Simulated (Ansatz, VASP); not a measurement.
## One calculation of CaO, two programs

The input INCAR:

```
PREC = Accurate
ENCUT = 600
EDIFF = 1E-6
ISMEAR = 0
SIGMA = 0.05
LREAL = F
LASPH = T
NELM = 120
ALGO = Normal
ISIF = 2
LWAVE = F
LCHARG = F
GGA = PE
NBANDS = 15
GGA_COMPAT = F
```

KPOINTS

```
regular mesh
0
Gamma
  8 8 8
```

POSCAR

```
CaO
1.0
    0.0000000000      2.5469600000      2.2530800000
    2.5469600000      0.0000000000      2.2530800000
    2.5469600000      2.5469600000      0.0000000000
Ca O
1 1
Direct
    0.0000000000      0.0000000000      0.0000000000
    0.5000000000      0.5000000000      0.5000000000
```

Input for Ansatz:

```yaml
crystal:
  lattice:
    - [0.0, 2.54696, 2.25308]
    - [2.54696, 0.0, 2.25308]
    - [2.54696, 2.54696, 0.0]
  atoms:
    - { symbol: Ca, position: [0.0, 0.0, 0.0] }
    - { symbol: O, position: [0.5, 0.5, 0.5] }
basis:
  ecutwfc: 420
kpoints:
  mp_grid: { grid: [8, 8, 8] }
hamiltonian:
  xc: pbe
scf:
  occupations: { method: gaussian, width: 0.05 }
output:
  forces: true
  stress: true
  eigenvalues: true
```

Change from the starting cell: strain +0.040 along x and y, -0.080 along z, atoms carried along.

Alike in both runs: task single point; functional PBE; k mesh 8 × 8 × 8; occupations gaussian, width 0.05 eV; no spin polarisation.

```csv
,VASP,Ansatz
version,VASP 6.6.1,Ansatz 0.2.0
potentials or method,"VASP PAW PBE potentials, release 64 (Ca_sv, O), cutoff 600 eV","scalar-relativistic, plane waves, PAW"
valence electrons in the cell,16,16
```

Ansatz gave:

| Quantity | Value |
| --- | --- |
| gap on the k mesh at the Fermi level (eV) | 3.22 |
| least direct gap on the mesh (eV) | 3.76 |
| pressure (GPa) | -0.1 |
| traceless stress, the component that is largest in VASP (GPa) | 12.76 |

Task: Which values does VASP return?

Result: gap on the k mesh at the Fermi level (eV): 3.19; least direct gap on the mesh (eV): 3.74; pressure (GPa): 0.4; traceless stress, the component that is largest in VASP (GPa): 13.31.

With one functional, cell and mesh, what is left measures potentials, basis and numerics.
